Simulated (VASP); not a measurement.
# Ge (Fmmm) in VASP: a series of runs

The runs below take Ge through single point, relaxation of cell and atoms, with PBEsol.

Everything below comes from runs of VASP 6.6.1. Logs are shortened: lines on timing, memory, paths and dates and some standing lists are left out, and cuts for length are marked.

### Step 1. The cell of the first run

Symmetry: Fmmm, No. 69, orthorhombic system. The conventional cell has a = 5.189 Å, b = 5.714 Å, c = 9.920 Å, α = 90.00°, β = 90.00°, γ = 90.00°. Ge (site symmetry mm2) has 8 Ge at 2.65 to 3.03 Å within 3.5 Å. Ge (site symmetry m2m) has 8 Ge at 2.59 to 3.13 Å within 3.4 Å.

### Step 2. Single point, PBEsol

INCAR

```
PREC = Accurate ; ENCUT = 500
EDIFF = 1E-6 ; ISMEAR = 0
SIGMA = 0.1 ; LREAL = F
LASPH = T ; NELM = 120
ALGO = Normal ; ISIF = 2
LWAVE = F ; LCHARG = F
GGA = PS ; NBANDS = 36
GGA_COMPAT = F
```

KPOINTS

```
Automatic mesh
0
Gamma
  7 7 7
```

POSCAR

```
Ge
1.0
    0.0000000000      2.8569496314      4.9600089694
    2.5943457380      0.0000000000      4.9600089694
    2.5943457380      2.8569496314      0.0000000000
Ge
4
Direct
    0.7766963639      0.7766963639      0.2233036361
    0.2233036361      0.2233036361      0.7766963639
    0.2735193804      0.7264806196      0.2735193804
    0.7264806196      0.2735193804      0.7264806196
```

Potentials or basis: VASP PAW PBE potentials, release 64 (Ge_d).

Run with:

```sh
> cat potpaw_PBE.64/Ge_d/POTCAR > POTCAR
> mpirun -np 1 vasp_std > vasp.out
```

OUTCAR:

```text
PREC = Accurate
   ENCUT = 500
   EDIFF = 1E-6
   ISMEAR = 0
   LREAL = F
   LASPH = T
   NELM = 120
   ISIF = 2
   GGA = PS

 ion  position               nearest neighbor table
   1  0.777  0.777  0.223-   2 2.65   2 2.65   3 2.71   4 2.71   2 2.91   2 2.91
   2  0.223  0.223  0.777-   1 2.65   1 2.65   3 2.71   4 2.71   1 2.91   1 2.91
   3  0.274  0.726  0.274-   4 2.59   4 2.61   4 2.61   2 2.71   1 2.71
   4  0.726  0.274  0.726-   3 2.59   3 2.61   3 2.61   2 2.71   1 2.71

  LATTYP: Found a face centered orthorhombic cell.
 ALAT       =     5.1886914760
 B/A-ratio  =     1.1012216258
 C/A-ratio  =     1.9118534961

  Lattice vectors:

 A1 = (   0.0000000000,   2.8569496314,   4.9600089694)
 A2 = (   2.5943457380,   0.0000000000,   4.9600089694)
 A3 = (   2.5943457380,   2.8569496314,   0.0000000000)

Analysis of symmetry for initial positions (statically):
=====================================================================
 Subroutine PRICEL returns:
 Original cell was already a primitive cell.

 Routine SETGRP: Setting up the symmetry group for a
 face centered orthorhombic supercell.

 Subroutine GETGRP returns: Found  8 space group operations
 (whereof  8 operations were pure point group operations)
 out of a pool of  8 trial point group operations.

The static configuration has the point symmetry D_2h.

Analysis of symmetry for dynamics (positions and initial velocities):
=====================================================================
 Subroutine PRICEL returns:
 Original cell was already a primitive cell.

 Routine SETGRP: Setting up the symmetry group for a
 face centered orthorhombic supercell.

 Subroutine GETGRP returns: Found  8 space group operations
 (whereof  8 operations were pure point group operations)
 out of a pool of  8 trial point group operations.

The dynamic configuration has the point symmetry D_2h.

 Subroutine INISYM returns: Found  8 space group operations
 (whereof  8 operations are pure point group operations),
 and found     1 'primitive' translations

----------------------------------------------------------------------------------------

                                     Primitive cell
[... 90 lines left out ...]
   LNONCOLLINEAR =      F non collinear calculations
   LSORBIT =      F    spin-orbit coupling
   LASPH  =      T    aspherical Exc in radial PAW
   ENCUT  =  500.0 eV  36.75 Ry    6.06 a.u.  10.44 10.21  7.04*2*pi/ulx,y,z
   NELM   =    120;   NELMIN=  2; NELMDL= -5     # of ELM steps
   EDIFF  = 0.1E-05   stopping-criterion for ELM
   LREAL  =      F    real-space projection
   EDIFFG = 0.1E-04   stopping-criterion for IOM
   NSW    =      0    number of steps for IOM
   IBRION =     -1    ionic relax: 0-MD 1-quasi-New 2-CG
   NFREE  =      0    steps in history (QN), initial steepest desc. (CG)
   ISIF   =      2    stress and relaxation
   ISYM   =      2    0-nonsym 1-usesym 2-fastsym
   POTIM  = 0.5000    time-step for ionic-motion
   TEBEG  =    0.0;   TEEND  =   0.0 temperature during run
   PSTRESS=    0.0 pullay stress
   NELECT =      56.0000    total number of electrons
   NUPDOWN=      -1.0000    fix difference up-down
   EMIN   =  10.00;   EMAX   =-10.00  energy-range for DOS
   EFERMI =   0.00;   METHOD = LEGACY
   ISMEAR =     0;   SIGMA  =   0.10  broadening in eV -4-tet -1-fermi 0-gaus
   EFERMI_NEDOS =   21; number of points for ismear=-14 and -15
   IALGO  =     38    algorithm
   IMIX   =      4    mixing-type and parameters
     AMIX     =   0.40;   BMIX     =  1.00
     AMIX_MAG =   1.60;   BMIX_MAG =  1.00
  volume/ion in A,a.u.               =      18.38       124.05
  Fermi-wavevector in a.u.,A,eV,Ry     =   1.495053  2.825240 30.411511  2.235183
  Thomas-Fermi vector in A             =   2.607247
   LORBIT       =      0    0 simple, 1 ext, 2 COOP (PROOUT), +10 PAW based schemes
   GGA     = PS    functional components
   LHFCALC =     F    Hartree Fock is set to
   AEXX    =    0.0000 exact exchange contribution
   IVDW    =     0    specifies the selected vdW correction
   LEPSILON=     F    determine dielectric tensor
   LRPA    =     F    only Hartree local field effects (RPA)
 non-spin polarized calculation
 Gauss-broadening in eV      SIGMA  =   0.10
  energy-cutoff  :      500.00
  volume of cell :       73.53
 maximum number of plane-waves:      1894
 NGX is ok and might be reduce to    42
   NGX = 21   NGY = 21   NGZ = 15

 number of electron      56.0000008 magnetization

 Free energy of the ion-electron system (eV)
  ---------------------------------------------------
  ext. energy  EPLUGINS =         0.00000000
  ---------------------------------------------------
  free energy    TOTEN  =       -19.07159596 eV

  energy without entropy =      -19.06349479  energy(sigma->0) =      -19.06754538

 E-fermi :   6.7322     XC(G=0): -11.5089

 val. band max:        6.6757679501   @ k =  -0.4286   0.2857   0.0000
 cond. band min:       6.7367525189   @ k =  -0.4286   0.0000   0.1429
 fundamental gap:      0.0609845687
 Fermi energy:         6.7322159286

 k-point     1 :       0.0000    0.0000    0.0000
  band No.  band energies     occupation
      1     -17.9605      2.00000
      2     -17.9168      2.00000
      3     -17.8700      2.00000
      4     -17.8583      2.00000
      5     -17.8579      2.00000
      6     -17.8529      2.00000
[... 925 lines left out ...]
     35      13.7529      0.00000
     36      14.4572      0.00000

 [... further k-points ...]

------------------------ aborting loop because EDIFF is reached ----------------------------------------

  FORCE on cell =-STRESS in cart. coord.  units (eV):
  Direction    XX          YY          ZZ          XY          YZ          ZX
  --------------------------------------------------------------------------------------
  -------------------------------------------------------------------------------------
  Total       -0.1325999     -0.1126862     -0.1107031      0.0000000      0.0000000      0.0000000
  in kB       -2.8894215     -2.4554914     -2.4122795      0.0000000      0.0000000      0.0000000
  external PRESSURE =      -2.5857308 kB  Pullay stress =       0.0000000 kB

 VOLUME and BASIS-vectors are now :
 -----------------------------------------------------------------------------
  energy-cutoff  :      500.00
  volume of cell :       73.53
      direct lattice vectors                 reciprocal lattice vectors
     0.000000000  2.856949631  4.960008969    -0.192726818  0.175011836  0.100806269
     2.594345738  0.000000000  4.960008969     0.192726818 -0.175011836  0.100806269
     2.594345738  2.856949631  0.000000000     0.192726818  0.175011836 -0.100806269

 POSITION                                       TOTAL-FORCE (eV/Angst)
 -----------------------------------------------------------------------------------
      2.59435      2.85695      7.70484         0.000000     -0.000000     -0.000738
      2.59435      2.85695      2.21518         0.000000     -0.000000      0.000738
      2.59435      1.56286      4.96001        -0.000000      0.008602      0.000000
      2.59435      4.15104      4.96001         0.000000     -0.008602      0.000000
 -----------------------------------------------------------------------------------
    total drift:                               -0.000000     -0.000000      0.000000

  FREE ENERGIE OF THE ION-ELECTRON SYSTEM (eV)
  ---------------------------------------------------
  free  energy   TOTEN  =       -19.0715959609 eV

  energy  without entropy=      -19.0634947910  energy(sigma->0) =      -19.06754538
```

OSZICAR:

```text
N       E                     dE             d eps       ncg     rms          rms(c)
DAV:   1     0.454690322753E+03    0.45469E+03   -0.26810E+04  5488   0.439E+03
DAV:   2     0.580924380708E+02   -0.39660E+03   -0.38667E+03  4608   0.768E+02
DAV:   3    -0.153387145127E+02   -0.73431E+02   -0.72434E+02  4960   0.197E+02
DAV:   4    -0.190982804225E+02   -0.37596E+01   -0.37349E+01  5448   0.523E+01
DAV:   5    -0.191706298707E+02   -0.72349E-01   -0.72202E-01  5192   0.801E+00    0.316E+00
DAV:   6    -0.190974406041E+02    0.73189E-01   -0.78866E-02  6448   0.617E+00    0.172E+00
DAV:   7    -0.190730760684E+02    0.24365E-01   -0.92220E-02  6012   0.537E+00    0.231E-01
DAV:   8    -0.190716484728E+02    0.14276E-02   -0.13273E-02  5216   0.415E+00    0.105E-01
DAV:   9    -0.190715143223E+02    0.13415E-03   -0.35744E-03  6196   0.136E+00    0.337E-02
DAV:  10    -0.190716062917E+02   -0.91969E-04   -0.10672E-03  5140   0.453E-01    0.213E-02
DAV:  11    -0.190715951215E+02    0.11170E-04   -0.11925E-04  6064   0.692E-01    0.932E-03
DAV:  12    -0.190715956830E+02   -0.56153E-06   -0.25748E-05  6840   0.116E-01    0.195E-03
DAV:  13    -0.190715959609E+02   -0.27790E-06   -0.12909E-06  2980   0.685E-02
   1 F= -.19071596E+02 E0= -.19067545E+02  d E =-.810117E-02
```

stdout:

```text
POSCAR found type information on POSCAR Ge
 POSCAR found :  1 types and       4 ions
 scaLAPACK will be used
 -----------------------------------------------------------------------------
|                                                                             |
|                                                                             |
|     You enforced a specific xc type in the INCAR file but a different       |
|     I HOPE YOU KNOW WHAT YOU ARE DOING!                                     |
|                                                                             |
 -----------------------------------------------------------------------------

 LDA part: xc-table for (Slater+PW92), standard interpolation
 POSCAR, INCAR and KPOINTS ok, starting setup
 FFT: planning ... GRIDC
 FFT: planning ... GRID_SOFT
 FFT: planning ... GRID
 WAVECAR not read
 entering main loop
```

Run time: 2.3 min. Hardware: 1 thread of AMD EPYC 7R43 (Zen 3), shared host; peak memory 0.23 GiB.

Results:

```yaml
Free_energy: -19.0716 eV
Pressure: -0.3 GPa
Largest_force: 0.009 eV/Å
Band_gap_on_the_k_mesh: zero (bands 28 and 29 overlap by 2.95 eV)
```

Forces on the atoms (eV/Å):
```
Ge   0.000  0.000 -0.001
Ge   0.000  0.000  0.001
Ge   0.000  0.009  0.000
Ge   0.000 -0.009  0.000
```

Caveat: the PAW data sets were made with another functional, which shifts forces and pressure a little.

### Step 3. Relaxation of cell and atoms, PBEsol

This run uses another cell than the first one, of 19.42 Å³/atom.

INCAR

```
SYSTEM = Ge
PREC     = Accurate       ! precision mode
ENCUT    = 500            ! plane-wave cutoff, eV
EDIFF    = 1E-7           ! SCF threshold, eV
ISMEAR   = 0              ! smearing method
SIGMA    = 0.1            ! smearing width, eV
LREAL    = .False.        ! projectors in reciprocal space
LASPH    = .True.         ! aspherical terms in the spheres
NELM     = 120            ! most SCF steps
ALGO     = Normal         ! electronic algorithm
ISIF     = 3              ! what is computed and relaxed
LWAVE    = .False.        ! write WAVECAR
LCHARG   = .False.        ! write CHGCAR
GGA      = PS             ! functional
IBRION   = 2              ! ionic algorithm
NSW      = 80             ! ionic steps
EDIFFG   = -0.05          ! ionic threshold
GGA_COMPAT= .False.      
NELMIN   = 4
```

KPOINTS

```
regular mesh
0
Gamma
  7 7 7
  0 0 0
```

POSCAR

```
Ge
1.0
    0.0000000000      2.8857400000      5.1156650000
    2.6304970000      0.0000000000      5.1156650000
    2.6304970000      2.8857400000      0.0000000000
Ge
4
Direct
    0.7818670000      0.7818670000      0.2181330000
    0.2181330000      0.2181330000      0.7818670000
    0.2735100000      0.7264900000      0.2735100000
    0.7264900000      0.2735100000      0.7264900000
```

Potentials or basis: VASP PAW PBE potentials, release 64 (Ge_d).

Run with:

```sh
> cat potpaw_PBE.64/Ge_d/POTCAR > POTCAR
> mpirun -np 1 vasp_std > vasp.out
```

It took 21 min on 1 thread of AMD EPYC 7R43 (Zen 3), shared host; peak memory 0.26 GiB.

The run converged. Its results:

* Free energy: -19.0735 eV
* Relaxed volume: 18.41 Å³/atom
* Relaxed cell: a = 5.732 Å, b = 5.601 Å, c = 3.860 Å, α = 71.93°, β = 68.27°, γ = 39.80°
* Space group after relaxing (to 0.1 Å): Fmmm (No. 69)
* Energy gained by relaxing: 12.7 meV/atom
* Ionic steps: 11
* Pressure after relaxing: 0.0 GPa
* Largest force after relaxing: 0.030 eV/Å
* Band gap on the k mesh: zero (bands 28 and 29 overlap by 2.97 eV)

Forces in eV/Å, atoms in the order of the input:
```
Ge   0.000  0.000 -0.008
Ge   0.000  0.000  0.008
Ge   0.000 -0.030  0.000
Ge   0.000  0.030  0.000
```

Stress tensor (GPa, compression positive):
```
 0.13  0.00  0.00
 0.00 -0.03  0.00
 0.00  0.00  0.01
```

The path:
```
step  energy change (eV)  largest force (eV/Å)  pressure (GPa)  volume (Å³)
   1              0.0000                0.0408           -3.51        77.67
   2             -0.0431                0.0610            0.94        72.98
   3             -0.0456                0.0566            0.03        73.80
   4             -0.0455                0.0574           -0.06        73.88
   5             -0.0463                0.0558           -0.04        73.86
   6             -0.0480                0.0697           -0.03        73.79
   7             -0.0473                0.0604            0.02        73.64
   8             -0.0487                0.0716           -0.02        73.73
   9             -0.0496                0.0520           -0.02        73.68
  10             -0.0502                0.0546            0.02        73.61
  11             -0.0507                0.0296            0.04        73.62
```

Final structure:
```
CELL_PARAMETERS angstrom
0.00000 2.86194 4.96662
2.58976 0.00000 4.96662
2.58976 2.86194 0.00000
ATOMIC_POSITIONS crystal
Ge 0.77766 0.77766 0.22234
Ge 0.22234 0.22234 0.77766
Ge 0.27491 0.72509 0.27491
Ge 0.72509 0.27491 0.72509
```

Levels at points of the mesh, in eV from the Fermi level:
```
           k point  band 25  band 26  band 27  band 28  band 29  band 30  band 31  band 32
(0.00, 0.00, 0.00)    -3.05    -2.43    -2.08    -2.01    -1.83     2.89     3.53     4.00
```

Caveat: the PAW data sets were made with another functional, which shifts forces and pressure a little; the relaxation stopped at a loose force limit of 0.05 eV/Å, so its end isn't a converged minimum.
